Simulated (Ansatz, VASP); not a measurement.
One calculation of Ge, two programs

Contents of INCAR:

```
ALGO = Normal
EDIFF = 1E-6
ENCUT = 500
GGA_COMPAT = F
ISIF = 2
ISMEAR = -1
LASPH = T
LCHARG = F
LREAL = F
LWAVE = F
NBANDS = 21
NELM = 120
PREC = Accurate
SIGMA = 0.05
```

The input KPOINTS:

```
k-points
0
Gamma
  13 13 13
```

POSCAR

```
Ge
1.0
    0.0000000000      2.5539989592      2.5539989592
    2.5539989592      0.0000000000      2.5539989592
    2.5539989592      2.5539989592      0.0000000000
Ge
2
Direct
   -0.1250000000     -0.1250000000     -0.1250000000
    0.1250000000      0.1250000000      0.1250000000
```

Input for Ansatz:

```yaml
crystal:
  lattice:
    - [0.0, 2.5539989592, 2.5539989592]
    - [2.5539989592, 0.0, 2.5539989592]
    - [2.5539989592, 2.5539989592, 0.0]
  atoms:
    - { symbol: Ge, position: [-0.125, -0.125, -0.125] }
    - { symbol: Ge, position: [0.125, 0.125, 0.125] }
kpoints:
  mp_grid: { grid: [13, 13, 13] }
scf:
  occupations: { method: fermi_dirac, width: 0.05 }
hamiltonian:
  xc: lda
  pseudopotentials: { kind: paw }
output:
  forces: true
  stress: true
  eigenvalues: true
  populations: true
```

Change from the starting cell: volume scaled by 0.75, PAW files.

Alike in both runs: task single point; functional LDA; k mesh 13 × 13 × 13; occupations fermi-dirac, width 0.05 eV; no spin polarisation.

|  | VASP | Ansatz |
| --- | --- | --- |
| version | VASP 6.6.1 | Ansatz 0.2.0 |
| potentials or method | VASP PAW LDA potentials, release 64 (Ge_d) | PAW with Ansatz's default frozen-core files, scalar-relativistic |
| plane-wave cutoff (eV) | 500 | 420 |
| valence electrons in the cell | 28 | 28 |

|  | VASP | Ansatz | Ansatz less VASP |
| --- | --- | --- | --- |
| pressure (GPa) | 40.8 | 40.5 | -0.29 |

LDA's correlation is that of Perdew and Zunger in VASP and of Perdew and Wang (1992) in Ansatz. Both programs put the cell under a high pressure, so it lies far from rest at this level.
